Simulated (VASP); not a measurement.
# Ti (P6/mmm) in VASP: a series of runs

The runs below take Ti through single point, with PBEsol.

Everything below comes from runs of VASP 6.6.1. Logs are shortened: lines on timing, memory, paths and dates and some standing lists are left out, and cuts for length are marked.

## 1. The cell of the first run

Symmetry: P6/mmm, No. 191, hexagonal system. Conventional cell: a = 4.650 Å, b = 4.650 Å, c = 2.462 Å, α = 90.00°, β = 90.00°, γ = 120.00°. Within 3.3 Å of Ti (site symmetry 6/mmm) lie 14 Ti at 2.46 to 2.95 Å. Within 3.3 Å of Ti (site symmetry -6m2) lie 11 Ti at 2.46 to 2.95 Å.

This isn't the form of Ti at room conditions, which is hcp.

## 2. Single point, PBEsol

INCAR

```
ALGO     = All            # electronic algorithm
EDIFF    = 1E-6           # SCF threshold, eV
ENCUT    = 550            # plane-wave cutoff, eV
GGA      = PS             # functional
GGA_COMPAT= False        
ISEARCH  = 1            
ISIF     = 2              # what is computed and relaxed
ISMEAR   = 0              # smearing method
KPAR     = 4            
LASPH    = True           # aspherical terms in the spheres
LCHARG   = True           # write CHGCAR
LREAL    = False          # projectors in reciprocal space
LVHAR    = True         
LWAVE    = False          # write WAVECAR
NBANDS   = 25             # bands
NELM     = 300            # most SCF steps
PREC     = Accurate       # precision mode
SIGMA    = 0.15           # smearing width, eV
```

KPOINTS

```
k-points
0
Gamma
  12 12 14
```

POSCAR

```
Ti
1.0
    4.6504000000      0.0000000000      0.0000000000
   -2.3252000000      4.0273645378      0.0000000000
    0.0000000000      0.0000000000      2.4625000000
Ti
3
Direct
    0.0000000000      0.0000000000      0.0000000000
    0.3333333333      0.6666666667      0.5000000000
    0.6666666667      0.3333333333      0.5000000000
```

Potentials or basis: VASP PAW PBE potentials, release 64 (Ti_sv).

Command:

```
cat potpaw_PBE.64/Ti_sv/POTCAR > POTCAR
mpirun -np 4 vasp_std > vasp.out
```

OUTCAR:

```text
EDIFF = 1E-6
   ENCUT = 550
   GGA = PS
   ISIF = 2
   ISMEAR = 0
   LASPH = True
   LREAL = False
   NELM = 300
   PREC = Accurate

 ion  position               nearest neighbor table
   1  0.000  0.000  0.000-
   2  0.333  0.667  0.500-   3 2.68   3 2.68   3 2.68
   3  0.667  0.333  0.500-   2 2.68   2 2.68   2 2.68

  LATTYP: Found a hexagonal cell.
 ALAT       =     4.6504000000
 C/A-ratio  =     0.5295243420

  Lattice vectors:

 A1 = (   4.6504000000,   0.0000000000,   0.0000000000)
 A2 = (  -2.3252000000,   4.0273645378,   0.0000000000)
 A3 = (   0.0000000000,   0.0000000000,   2.4625000000)

Analysis of symmetry for initial positions (statically):
=====================================================================
 Subroutine PRICEL returns:
 Original cell was already a primitive cell.

 Routine SETGRP: Setting up the symmetry group for a
 hexagonal supercell.

 Subroutine GETGRP returns: Found 24 space group operations
 (whereof 24 operations were pure point group operations)
 out of a pool of 24 trial point group operations.

The static configuration has the point symmetry D_6h.

Analysis of symmetry for dynamics (positions and initial velocities):
=====================================================================
 Subroutine PRICEL returns:
 Original cell was already a primitive cell.

 Routine SETGRP: Setting up the symmetry group for a
 hexagonal supercell.

 Subroutine GETGRP returns: Found 24 space group operations
 (whereof 24 operations were pure point group operations)
 out of a pool of 24 trial point group operations.

The dynamic configuration has the point symmetry D_6h.

 Subroutine INISYM returns: Found 24 space group operations
 (whereof 24 operations are pure point group operations),
 and found     1 'primitive' translations

----------------------------------------------------------------------------------------

                                     Primitive cell

  volume of cell :      46.1198

  direct lattice vectors                    reciprocal lattice vectors
     4.650400000  0.000000000  0.000000000     0.215035266  0.124150669  0.000000000
    -2.325200000  4.027364538  0.000000000     0.000000000  0.248301337  0.000000000
     0.000000000  0.000000000  2.462500000     0.000000000  0.000000000  0.406091371

  length of vectors
     4.650400000  4.650400000  2.462500000     0.248301337  0.248301337  0.406091371

  position of ions in fractional coordinates (direct lattice)
     0.000000000  0.000000000  0.000000000
     0.333333333  0.666666667  0.500000000
     0.666666667  0.333333333  0.500000000

  ion indices of the primitive-cell ions
   primitive index   ion index
                 1           1
                 2           2
                 3           3

----------------------------------------------------------------------------------------

 KPOINTS: k-points

Automatic generation of k-mesh.
 Grid dimensions read from file:
 generate k-points for:   12   12   14

 Generating k-lattice:

  Cartesian coordinates                     Fractional coordinates (reciprocal lattice)
     0.017919605  0.010345889  0.000000000     0.083333333  0.000000000  0.000000000
     0.000000000  0.020691778  0.000000000     0.000000000  0.083333333  0.000000000
     0.000000000  0.000000000  0.029006526     0.000000000  0.000000000  0.071428571

  Length of vectors
     0.020691778  0.020691778  0.029006526

  Shift w.r.t. Gamma in fractional coordinates (k-lattice)
     0.000000000  0.000000000  0.000000000

 Subroutine IBZKPT returns following result:
 ===========================================

 Found    152 irreducible k-points:

 Following reciprocal coordinates:
            Coordinates               Weight
  0.000000  0.000000  0.000000      1.000000
  0.083333  0.000000  0.000000      6.000000
  0.166667  0.000000  0.000000      6.000000
  0.250000  0.000000  0.000000      6.000000
  0.333333  0.000000  0.000000      6.000000
  0.416667  0.000000  0.000000      6.000000
[... 16 lines left out ...]
  0.250000  0.000000  0.071429     12.000000
  0.333333  0.000000  0.071429     12.000000
 [... further k-points ...]
   k-points           NKPTS =    152   k-points in BZ     NKDIM =    152   number of bands    NBANDS=     25
   number of dos      NEDOS =    301   number of ions     NIONS =      3
   total plane-waves  NPLWV =  25920
   dimension x,y,z NGX =    36 NGY =   36 NGZ =   20
   dimension x,y,z NGXF=    72 NGYF=   72 NGZF=   40
   ions per type =               3
   NGX,Y,Z   is equivalent  to a cutoff of  12.87, 12.87, 13.50 a.u.
   NGXF,Y,Z  is equivalent  to a cutoff of  25.74, 25.74, 27.00 a.u.
 SYSTEM =  unknown system
   PREC   = accura    normal or accurate (medium, high low for compatibility)
   ISTART =      0    job   : 0-new  1-cont  2-samecut
   ICHARG =      2    charge: 1-file 2-atom 10-const
   ISPIN  =      1    spin polarized calculation?
   LNONCOLLINEAR =      F non collinear calculations
   LSORBIT =      F    spin-orbit coupling
   LASPH  =      T    aspherical Exc in radial PAW
   ENCUT  =  550.0 eV  40.42 Ry    6.36 a.u.   8.89  8.89  4.71*2*pi/ulx,y,z
   NELM   =    300;   NELMIN=  2; NELMDL= -5     # of ELM steps
   EDIFF  = 0.1E-05   stopping-criterion for ELM
   LREAL  =      F    real-space projection
   EDIFFG = 0.1E-04   stopping-criterion for IOM
   NSW    =      0    number of steps for IOM
   IBRION =     -1    ionic relax: 0-MD 1-quasi-New 2-CG
   NFREE  =      0    steps in history (QN), initial steepest desc. (CG)
   ISIF   =      2    stress and relaxation
   ISYM   =      2    0-nonsym 1-usesym 2-fastsym
   POTIM  = 0.5000    time-step for ionic-motion
   TEBEG  =    0.0;   TEEND  =   0.0 temperature during run
   PSTRESS=    0.0 pullay stress
   NELECT =      36.0000    total number of electrons
   NUPDOWN=      -1.0000    fix difference up-down
   EMIN   =  10.00;   EMAX   =-10.00  energy-range for DOS
   EFERMI =   0.00;   METHOD = LEGACY
   ISMEAR =     0;   SIGMA  =   0.15  broadening in eV -4-tet -1-fermi 0-gaus
   EFERMI_NEDOS =   21; number of points for ismear=-14 and -15
   IALGO  =     58    algorithm
   IMIX   =      4    mixing-type and parameters
     AMIX     =   0.40;   BMIX     =  1.00
     AMIX_MAG =   1.60;   BMIX_MAG =  1.00
  volume/ion in A,a.u.               =      15.37       103.74
  Fermi-wavevector in a.u.,A,eV,Ry     =   1.507347  2.848472 30.913718  2.272094
  Thomas-Fermi vector in A             =   2.617945
   LORBIT       =      0    0 simple, 1 ext, 2 COOP (PROOUT), +10 PAW based schemes
   GGA     = PS    functional components
   LHFCALC =     F    Hartree Fock is set to
   AEXX    =    0.0000 exact exchange contribution
   IVDW    =     0    specifies the selected vdW correction
   LEPSILON=     F    determine dielectric tensor
   LRPA    =     F    only Hartree local field effects (RPA)
 non-spin polarized calculation
 Gauss-broadening in eV      SIGMA  =   0.15
  energy-cutoff  :      550.00
  volume of cell :       46.12
 maximum number of plane-waves:      1374
 NGX is ok and might be reduce to    36
   NGX = 17   NGY = 17   NGZ =  9

 number of electron      35.9999994 magnetization

 Free energy of the ion-electron system (eV)
  ---------------------------------------------------
  ext. energy  EPLUGINS =         0.00000000
  ---------------------------------------------------
  free energy    TOTEN  =       -24.65498493 eV

  energy without entropy =      -24.59780186  energy(sigma->0) =      -24.62639339

 E-fermi :   9.3195     XC(G=0): -12.2152

 val. band max:        9.3180666187   @ k =   0.3333   0.1667   0.1429
 cond. band min:       9.3220363180   @ k =   0.3333   0.1667   0.0000
 fundamental gap:      0.0039696993
 Fermi energy:         9.3195388591

 k-point     1 :       0.0000    0.0000    0.0000
  band No.  band energies     occupation
      1     -46.9078      2.00000
      2     -46.7418      2.00000
      3     -46.7020      2.00000
      4     -23.3864      2.00000
      5     -23.3864      2.00000
      6     -23.2972      2.00000
[... 17 lines left out ...]
     24      12.6070      0.00000
     25      12.6256      0.00000

 k-point     2 :       0.0833    0.0000    0.0000
  band No.  band energies     occupation
      1     -46.9041      2.00000
      2     -46.7432      2.00000
      3     -46.7045      2.00000
      4     -23.4255      2.00000
      5     -23.4160      2.00000
      6     -23.2541      2.00000
[... 17 lines left out ...]
     24      12.4654      0.00000
     25      12.8031      0.00000

 k-point     3 :       0.1667    0.0000    0.0000
  band No.  band energies     occupation
      1     -46.8933      2.00000
      2     -46.7472      2.00000
      3     -46.7115      2.00000
      4     -23.4836      2.00000
      5     -23.4442      2.00000
      6     -23.1843      2.00000
[... 17 lines left out ...]
     24      12.3777      0.00000
     25      12.9758      0.00000

 k-point     4 :       0.2500    0.0000    0.0000
  band No.  band energies     occupation
      1     -46.8764      2.00000
      2     -46.7541      2.00000
      3     -46.7219      2.00000
      4     -23.5349      2.00000
      5     -23.4435      2.00000
      6     -23.1141      2.00000
[... 17 lines left out ...]
     24      12.3615      0.00000
     25      13.2162      0.00000

 k-point     5 :       0.3333    0.0000    0.0000
  band No.  band energies     occupation
      1     -46.8549      2.00000
      2     -46.7654      2.00000
      3     -46.7326      2.00000
      4     -23.5741      2.00000
      5     -23.4096      2.00000
      6     -23.0576      2.00000
[... 17 lines left out ...]
     24      12.4199      0.00000
     25      13.3268      0.00000

 k-point     6 :       0.4167    0.0000    0.0000
  band No.  band energies     occupation
      1     -46.8307      2.00000
      2     -46.7828      2.00000
      3     -46.7397      2.00000
      4     -23.5986      2.00000
      5     -23.3447      2.00000
      6     -23.1458      2.00000
[... 17 lines left out ...]
     24      12.5540      0.00000
     25      13.1028      0.00000
[... 393 lines left out ...]
 k-point    21 :       0.0833    0.0000    0.0714
  band No.  band energies     occupation
      1     -46.8904      2.00000
      2     -46.7327      2.00000
      3     -46.6927      2.00000
      4     -23.4131      2.00000
      5     -23.4037      2.00000
      6     -23.2421      2.00000
[... 17 lines left out ...]
     24      12.3127      0.00000
     25      12.6977      0.00000

 k-point    22 :       0.1667    0.0000    0.0714
  band No.  band energies     occupation
      1     -46.8798      2.00000
      2     -46.7366      2.00000
      3     -46.6997      2.00000
      4     -23.4696      2.00000
      5     -23.4309      2.00000
      6     -23.1742      2.00000
[... 17 lines left out ...]
     24      12.2031      0.00000
     25      12.9086      0.00000

 k-point    23 :       0.2500    0.0000    0.0714
  band No.  band energies     occupation
      1     -46.8631      2.00000
      2     -46.7433      2.00000
      3     -46.7101      2.00000
      4     -23.5199      2.00000
      5     -23.4302      2.00000
      6     -23.1058      2.00000
[... 17 lines left out ...]
     24      12.1693      0.00000
     25      13.1171      0.00000

 k-point    24 :       0.3333    0.0000    0.0714
  band No.  band energies     occupation
      1     -46.8419      2.00000
      2     -46.7541      2.00000
      3     -46.7209      2.00000
      4     -23.5583      2.00000
      5     -23.3972      2.00000
      6     -23.0537      2.00000
[... 17 lines left out ...]
     24      12.2333      0.00000
     25      13.0236      0.00000

 [... further k-points ...]

------------------------ aborting loop because EDIFF is reached ----------------------------------------

  FORCE on cell =-STRESS in cart. coord.  units (eV):
  Direction    XX          YY          ZZ          XY          YZ          ZX
  --------------------------------------------------------------------------------------
  -------------------------------------------------------------------------------------
  Total        2.1731600      2.1731600      3.7641966      0.0000000      0.0000000      0.0000000
  in kB       75.4944101     75.4944101    130.7661647      0.0000000      0.0000000      0.0000000
  external PRESSURE =      93.9183283 kB  Pullay stress =       0.0000000 kB

 VOLUME and BASIS-vectors are now :
 -----------------------------------------------------------------------------
  energy-cutoff  :      550.00
  volume of cell :       46.12
      direct lattice vectors                 reciprocal lattice vectors
     4.650400000  0.000000000  0.000000000     0.215035266  0.124150669  0.000000000
    -2.325200000  4.027364538  0.000000000     0.000000000  0.248301337  0.000000000
     0.000000000  0.000000000  2.462500000     0.000000000  0.000000000  0.406091371

 POSITION                                       TOTAL-FORCE (eV/Angst)
 -----------------------------------------------------------------------------------
      0.00000      0.00000      0.00000        -0.000000      0.000000     -0.000000
     -0.00000      2.68491      1.23125         0.000000     -0.000000      0.000000
      2.32520      1.34245      1.23125        -0.000000      0.000000     -0.000000
 -----------------------------------------------------------------------------------
    total drift:                                0.000000      0.000000     -0.000000

  FREE ENERGIE OF THE ION-ELECTRON SYSTEM (eV)
  ---------------------------------------------------
  free  energy   TOTEN  =       -24.6549849262 eV

  energy  without entropy=      -24.5978039500  energy(sigma->0) =      -24.62639444
```

Run time: 74 s. Hardware: 4 MPI ranks of Intel Xeon Platinum 8375C at 2.90GHz (Ice Lake), shared host; peak memory 0.42 GiB.

What came out:

- Free energy: -24.6550 eV
- Pressure: 9.4 GPa
- Band gap on the k mesh: zero (bands 18 and 19 overlap by 1.13 eV)

Stress tensor (GPa, compression positive):
```
 7.55  0.00  0.00
 0.00  7.55  0.00
 0.00  0.00 13.08
```

Levels at points of the mesh, in eV from the Fermi level:
| k point | band 15 | band 16 | band 17 | band 18 | band 19 | band 20 | band 21 | band 22 |
| --- | --- | --- | --- | --- | --- | --- | --- | --- |
| (0.00, 0.00, 0.00) | -0.87 | -0.87 | -0.85 | -0.85 | -0.78 | -0.17 | 1.28 | 1.28 |
| (0.50, 0.00, 0.00) | -2.85 | -0.91 | -0.84 | -0.55 | -0.23 | -0.22 | 0.83 | 2.69 |
| (0.00, 0.00, 0.50) | -1.74 | -1.74 | -1.23 | -0.56 | 0.49 | 0.49 | 1.75 | 1.75 |
| (0.50, 0.00, 0.50) | -2.11 | -1.34 | -0.63 | 0.13 | 0.24 | 1.46 | 1.48 | 1.92 |

Caveat: the stress differs along the axes, from 8 to 13 GPa; the PAW data sets were made with another functional, which shifts forces and pressure a little.

[end of part 1 of 3]
